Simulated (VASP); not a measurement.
# Cr (I4/mmm) in VASP: relaxation of cell and atoms with PBE

Aim: the relaxation of cell and atoms of Cr with PBE.

All numbers are computed with VASP 6.6.1; they aren't measurements. Logs are shortened: lines on timing, memory, paths and dates and some standing lists are left out, and cuts for length are marked.

## 1. The cell of the first run

Symmetry: I4/mmm, No. 139, tetragonal system. The conventional cell has a = 2.356 Å, b = 2.356 Å, c = 4.259 Å, α = 90.00°, β = 90.00°, γ = 90.00°. Cr (site symmetry 4/mmm) has 12 Cr at 2.36 to 2.70 Å within 3.1 Å.

## 2. Relaxation of cell and atoms, PBE

INCAR reads:

```
SYSTEM = Cr
PREC = Accurate
ENCUT = 600
EDIFF = 1E-6
ISMEAR = 0
SIGMA = 0.1
LREAL = .FALSE.
LASPH = .TRUE.
NELM = 80
ALGO = Fast
ISIF = 3
LWAVE = .FALSE.
LCHARG = .FALSE.
GGA = PE
IBRION = 2
NSW = 100
EDIFFG = -0.01
```

KPOINTS reads:

```
regular mesh
0
G
  32 32 32
  0 0 0
```

POSCAR reads:

```
Cr
1.0
   -1.1778308430      1.1778308430      2.1296386921
    1.1778308430     -1.1778308430      2.1296386921
    1.1778308430      1.1778308430     -2.1296386921
Cr
1
Direct
    0.0000000000      0.0000000000      0.0000000000
```

Potentials or basis: VASP PAW PBE potentials, release 64 (Cr_pv).

Launch:

```bash
cat potpaw_PBE.64/Cr_pv/POTCAR > POTCAR
mpirun -np 1 vasp_std > vasp.out
```

OUTCAR:

```text
SYSTEM = Cr
   PREC = Accurate
   ENCUT = 600
   EDIFF = 1E-6
   ISMEAR = 0
   LREAL = .FALSE.
   LASPH = .TRUE.
   NELM = 80
   ISIF = 3
   GGA = PE
   IBRION = 2
   NSW = 100
   EDIFFG = -0.01

 ion  position               nearest neighbor table
   1  0.000  0.000  0.000-

  LATTYP: Found a body centered tetragonal cell.
 ALAT       =     2.3556616860
 C/A-ratio  =     1.8081023304

  Lattice vectors:

 A1 = (  -1.1778308430,   1.1778308430,   2.1296386921)
 A2 = (   1.1778308430,  -1.1778308430,   2.1296386921)
 A3 = (   1.1778308430,   1.1778308430,  -2.1296386921)

Analysis of symmetry for initial positions (statically):
=====================================================================
 Subroutine PRICEL returns:
 Original cell was already a primitive cell.

 Routine SETGRP: Setting up the symmetry group for a
 body centered tetragonal supercell.

 Subroutine GETGRP returns: Found 16 space group operations
 (whereof 16 operations were pure point group operations)
 out of a pool of 16 trial point group operations.

The static configuration has the point symmetry D_4h.

Analysis of symmetry for dynamics (positions and initial velocities):
=====================================================================
 Subroutine PRICEL returns:
 Original cell was already a primitive cell.

 Routine SETGRP: Setting up the symmetry group for a
 body centered tetragonal supercell.

 Subroutine GETGRP returns: Found 16 space group operations
 (whereof 16 operations were pure point group operations)
 out of a pool of 16 trial point group operations.

The dynamic configuration has the point symmetry D_4h.

 Subroutine INISYM returns: Found 16 space group operations
 (whereof 16 operations are pure point group operations),
 and found     1 'primitive' translations

----------------------------------------------------------------------------------------

                                     Primitive cell

  volume of cell :      11.8177

  direct lattice vectors                    reciprocal lattice vectors
    -1.177830843  1.177830843  2.129638692     0.000000000  0.424509175  0.234781610
     1.177830843 -1.177830843  2.129638692     0.424509175  0.000000000  0.234781610
     1.177830843  1.177830843 -2.129638692     0.424509175  0.424509175  0.000000000

  length of vectors
     2.703688582  2.703688582  2.703688582     0.485108693  0.485108693  0.600346633

  position of ions in fractional coordinates (direct lattice)
     0.000000000  0.000000000  0.000000000

  ion indices of the primitive-cell ions
   primitive index   ion index
                 1           1

----------------------------------------------------------------------------------------

 KPOINTS: regular mesh

Automatic generation of k-mesh.
 Grid dimensions read from file:
 generate k-points for:   32   32   32

 Generating k-lattice:

  Cartesian coordinates                     Fractional coordinates (reciprocal lattice)
     0.000000000  0.013265912  0.007336925     0.031250000 -0.000000000  0.000000000
     0.013265912  0.000000000  0.007336925    -0.000000000  0.031250000  0.000000000
     0.013265912  0.013265912  0.000000000     0.000000000  0.000000000  0.031250000

  Length of vectors
     0.015159647  0.015159647  0.018760832

  Shift w.r.t. Gamma in fractional coordinates (k-lattice)
     0.000000000  0.000000000  0.000000000

 Subroutine IBZKPT returns following result:
 ===========================================

 Found   2393 irreducible k-points:

 Following reciprocal coordinates:
            Coordinates               Weight
  0.000000  0.000000  0.000000      1.000000
  0.031250  0.000000 -0.000000      8.000000
  0.062500  0.000000 -0.000000      8.000000
  0.093750  0.000000 -0.000000      8.000000
  0.125000  0.000000 -0.000000      8.000000
  0.156250  0.000000  0.000000      8.000000
[... 16 lines left out ...]
  0.187500  0.031250  0.000000     16.000000
  0.218750  0.031250  0.000000     16.000000
 [... further k-points ...]
   k-points           NKPTS =   2393   k-points in BZ     NKDIM =   2393   number of bands    NBANDS=     10
   number of dos      NEDOS =    301   number of ions     NIONS =      1
   total plane-waves  NPLWV =  13824
   dimension x,y,z NGX =    24 NGY =   24 NGZ =   24
   dimension x,y,z NGXF=    48 NGYF=   48 NGZF=   48
   ions per type =               1
   NGX,Y,Z   is equivalent  to a cutoff of  14.76, 14.76, 14.76 a.u.
   NGXF,Y,Z  is equivalent  to a cutoff of  29.51, 29.51, 29.51 a.u.
 SYSTEM =  Cr
   PREC   = accura    normal or accurate (medium, high low for compatibility)
   ISTART =      0    job   : 0-new  1-cont  2-samecut
   ICHARG =      2    charge: 1-file 2-atom 10-const
   ISPIN  =      1    spin polarized calculation?
   LNONCOLLINEAR =      F non collinear calculations
   LSORBIT =      F    spin-orbit coupling
   LASPH  =      T    aspherical Exc in radial PAW
   ENCUT  =  600.0 eV  44.10 Ry    6.64 a.u.   5.40  5.40  5.40*2*pi/ulx,y,z
   NELM   =     80;   NELMIN=  2; NELMDL= -5     # of ELM steps
   EDIFF  = 0.1E-05   stopping-criterion for ELM
   LREAL  =      F    real-space projection
   EDIFFG = -.1E-01   stopping-criterion for IOM
   NSW    =    100    number of steps for IOM
   IBRION =      2    ionic relax: 0-MD 1-quasi-New 2-CG
   NFREE  =      1    steps in history (QN), initial steepest desc. (CG)
   ISIF   =      3    stress and relaxation
   ISYM   =      2    0-nonsym 1-usesym 2-fastsym
   POTIM  = 0.5000    time-step for ionic-motion
   TEBEG  =    0.0;   TEEND  =   0.0 temperature during run
   PSTRESS=    0.0 pullay stress
   NELECT =      12.0000    total number of electrons
   NUPDOWN=      -1.0000    fix difference up-down
   EMIN   =  10.00;   EMAX   =-10.00  energy-range for DOS
   EFERMI =   0.00;   METHOD = LEGACY
   ISMEAR =     0;   SIGMA  =   0.10  broadening in eV -4-tet -1-fermi 0-gaus
   EFERMI_NEDOS =   21; number of points for ismear=-14 and -15
   IALGO  =     68    algorithm
   IMIX   =      4    mixing-type and parameters
     AMIX     =   0.40;   BMIX     =  1.00
     AMIX_MAG =   1.60;   BMIX_MAG =  1.00
  volume/ion in A,a.u.               =      11.82        79.75
  Fermi-wavevector in a.u.,A,eV,Ry     =   1.645475  3.109497 36.838977  2.707588
  Thomas-Fermi vector in A             =   2.735266
   LORBIT       =      0    0 simple, 1 ext, 2 COOP (PROOUT), +10 PAW based schemes
   GGA     = PE    functional components
   LHFCALC =     F    Hartree Fock is set to
   AEXX    =    0.0000 exact exchange contribution
   IVDW    =     0    specifies the selected vdW correction
   LEPSILON=     F    determine dielectric tensor
   LRPA    =     F    only Hartree local field effects (RPA)
 conjugate gradient relaxation of ions
 non-spin polarized calculation
 RMM-DIIS sequential band-by-band and
 Gauss-broadening in eV      SIGMA  =   0.10
  energy-cutoff  :      600.00
  volume of cell :       11.82
 maximum number of plane-waves:       413
 NGX is ok and might be reduce to    24
   NGX = 11   NGY = 11   NGZ = 11

--------------------------------------- Ionic step        1  -------------------------------------------

 number of electron      12.0000002 magnetization

 Free energy of the ion-electron system (eV)
  ---------------------------------------------------
  ext. energy  EPLUGINS =         0.00000000
  ---------------------------------------------------
  free energy    TOTEN  =        -9.25467004 eV

  energy without entropy =       -9.24947751  energy(sigma->0) =       -9.25207377

------------------------ aborting loop because EDIFF is reached ----------------------------------------

  FORCE on cell =-STRESS in cart. coord.  units (eV):
  Direction    XX          YY          ZZ          XY          YZ          ZX
  --------------------------------------------------------------------------------------
  -------------------------------------------------------------------------------------
  Total        0.0229847      0.0229847     -0.1058887      0.0000000     -0.0000000      0.0000000
  in kB        3.1161418      3.1161418    -14.3558326      0.0000000     -0.0000000      0.0000000
  external PRESSURE =      -2.7078496 kB  Pullay stress =       0.0000000 kB
[... 265 lines left out ...]
  energy  without entropy=       -9.2497709281  energy(sigma->0) =       -9.25236815

--------------------------------------- Ionic step        9  -------------------------------------------

 number of electron      12.0000001 magnetization

 Free energy of the ion-electron system (eV)
  ---------------------------------------------------
  ext. energy  EPLUGINS =         0.00000000
  ---------------------------------------------------
  free energy    TOTEN  =        -9.25496524 eV

  energy without entropy =       -9.24976925  energy(sigma->0) =       -9.25236724

 E-fermi :  10.7501     XC(G=0): -13.5288

 val. band max:       10.7499930078   @ k =   0.3125   0.1250   0.1250
 cond. band min:      10.7500814465   @ k =   0.2500   0.1562   0.0313
 fundamental gap:      0.0000884387
 Fermi energy:        10.7500583745

 k-point     1 :       0.0000    0.0000    0.0000
  band No.  band energies     occupation
      1     -32.1353      2.00000
      2     -31.9009      2.00000
      3     -31.9009      2.00000
      4       2.9289      2.00000
      5       8.5521      2.00000
      6      10.0524      2.00000
      7      10.9413      0.00683
      8      10.9413      0.00683
      9      12.8410      0.00000
     10      17.9011      0.00000
[... 287 lines left out ...]
 k-point    24 :       0.2188    0.0312    0.0000
  band No.  band energies     occupation
      1     -32.3738      2.00000
      2     -32.1701      2.00000
      3     -31.9037      2.00000
      4       4.8463      2.00000
      5       9.0023      2.00000
      6       9.5557      2.00000
      7      11.1226      0.00000
      8      11.3698      0.00000
      9      12.3048      0.00000
     10      17.9006      0.00000

 [... further k-points ...]
[... 5 lines left out ...]
  --------------------------------------------------------------------------------------
  -------------------------------------------------------------------------------------
  Total       -0.0028027     -0.0028027     -0.0037859      0.0000000     -0.0000000      0.0000000
  in kB       -0.3806522     -0.3806522     -0.5141893      0.0000000     -0.0000000      0.0000000
  external PRESSURE =      -0.4251645 kB  Pullay stress =       0.0000000 kB
[... 16 lines left out ...]
  FREE ENERGIE OF THE ION-ELECTRON SYSTEM (eV)
  ---------------------------------------------------
  free  energy   TOTEN  =        -9.2549652380 eV

  energy  without entropy=       -9.2497692502  energy(sigma->0) =       -9.25236724

 reached required accuracy - stopping structural energy minimisation
```

It took 15 min on 1 thread of AMD EPYC 9R45 (Zen 5), shared host; peak memory 0.47 GiB.

Results:

```
Free energy                            : -9.2550 eV
Relaxed volume                         : 11.80 Å³/atom
Relaxed cell                           : a = 2.697 Å, b = 2.697 Å, c = 2.697 Å, α = 128.12°, β = 128.12°, γ = 76.43°
Space group after relaxing (to 0.05 Å) : I4/mmm (No. 139)
Energy gained by relaxing              : 0.3 meV/atom
Ionic steps                            : 9
Pressure after relaxing                : 0.0 GPa
Band gap on the k mesh                 : zero (band 6 reaches 12.18 eV, above the bottom of band 7 at 10.29 eV)
```

Step by step:
```csv
step,energy change (eV),largest force (eV/Å),pressure (GPa),volume (Å³)
1,0.0000,0.0000,-0.27,11.82
2,-0.0003,0.0000,0.32,11.78
3,-0.0003,0.0000,0.12,11.79
4,-0.0003,0.0000,0.21,11.79
5,-0.0003,0.0000,0.23,11.78
6,-0.0003,0.0000,-0.08,11.81
7,-0.0003,0.0000,-0.20,11.80
8,-0.0003,0.0000,0.13,11.79
9,-0.0003,0.0000,-0.04,11.80
```

Final structure:
```xyz
1
Lattice="-1.1797 1.1797 2.1191 1.1797 -1.1797 2.1191 1.1797 1.1797 -2.1191" Properties=species:S:1:pos:R:3 pbc="T T T"
Cr    0.0000    0.0000    0.0000
```

Caveat: the run has no spin polarisation, though such a crystal can be magnetic. Spin polarisation is off, so any magnetic state and its effect on volume and gap are missing.
